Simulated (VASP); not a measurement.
## MoS2: single point with PBEsol+D3(BJ)

Crystal: MoS2.

```
Mo S
1.0
    -3.11572    0.00000    0.00000
    -1.55786   -2.69829    0.00000
     0.00000    0.00000   17.35707
Mo S
3 6
Direct
  0.66667 0.66667 0.33337
  0.00000 0.00000 0.00004
  0.33333 0.33333 0.66671
  0.66667 0.66667 0.08980
  0.00000 0.00000 0.75647
  0.33333 0.33333 0.42314
  0.66667 0.66667 0.91013
  0.00000 0.00000 0.57679
  0.33333 0.33333 0.24346
```

| Item | Value |
| --- | --- |
| Program | VASP 6.6.1 |
| Task | single point |
| Functional | PBEsol |
| Dispersion | D3(BJ) |
| Potentials or basis | VASP PAW PBE potentials, release 64 (Mo_sv, S) |
| Cutoff | 520 eV |
| k mesh | 12 × 12 × 2 |
| Occupations | gaussian, width 0.05 eV |
| Spin | no spin polarisation |

```yaml
Pressure: 0.0 GPa
Largest_force: 0.005 eV/Å
Band_gap_on_the_k_mesh: 0.57 eV
Dispersion_energy_per_atom: -0.406 eV
```

Forces on the atoms (eV/Å):
```
Mo   0.000  0.000  0.000
Mo   0.000  0.000  0.000
Mo   0.000  0.000  0.000
S    0.000  0.000 -0.005
S    0.000  0.000 -0.005
S    0.000  0.000 -0.005
S    0.000  0.000  0.005
S    0.000  0.000  0.005
S    0.000  0.000  0.005
```

Levels at points of the mesh, in eV from the valence-band top:
| k point | band 37 | band 38 | band 39 | band 40 | band 41 | band 42 |
| --- | --- | --- | --- | --- | --- | --- |
| (0.00, 0.00, 0.00) | -0.93 | -0.11 | -0.11 | 1.81 | 1.81 | 1.92 |
| (0.50, 0.00, 0.00) | -1.74 | -1.74 | -1.58 | 1.47 | 1.53 | 1.53 |
| (0.00, 0.00, 0.50) | -0.48 | -0.48 | 0.00 | 1.85 | 1.85 | 1.85 |
| (0.50, 0.00, 0.50) | -1.66 | -1.63 | -1.63 | 1.49 | 1.49 | 1.56 |

It took 7.7 min on 1 thread of Intel Xeon 8259CL (shared host), peak memory 0.39 GiB.

Caveat: the PAW data sets were made with another functional, which shifts forces and pressure a little. A k mesh can miss the band edges.
